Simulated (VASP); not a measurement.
A run of VASP 6.6.1:

Contents of INCAR:

```
SYSTEM = C
  PREC = Accurate
  ENCUT = 600
  EDIFF = 1E-6
  ISMEAR = 0
  SIGMA = 0.02
  LREAL = .FALSE.
  LASPH = .TRUE.
  NELM = 120
  ALGO = Normal
  ISIF = 2
  LWAVE = .FALSE.
  LCHARG = .FALSE.
  NBANDS = 11
  GGA_COMPAT = .FALSE.
```

The input KPOINTS:

```
Automatic mesh
0
G
  12 12 12
  0 0 0
```

The input POSCAR:

```
C
1.0
    0.0000000000      1.7658687925      1.7658687925
    1.7658687925      0.0000000000      1.7658687925
    1.7658687925      1.7658687925      0.0000000000
C
2
Direct
    0.0000000000      0.0000000000      0.0000000000
    0.2500000000      0.2500000000      0.2500000000
```

Potentials or basis: VASP PAW LDA potentials, release 64 (C).

Run with:

```sh
$ cat potpaw_LDA.64/C/POTCAR > POTCAR
$ mpirun -np 1 vasp_std > vasp.out
```

Hardware: 1 thread of Intel(R) Xeon(R) 6975P-C (Granite Rapids), with other jobs on the host.

How long does it take, and how much memory?

Wall time 5.4 s on 1 thread of Intel(R) Xeon(R) 6975P-C (Granite Rapids), on a shared host, peak memory 0.11 GiB. Counts: scf iterations 11, k points 72.
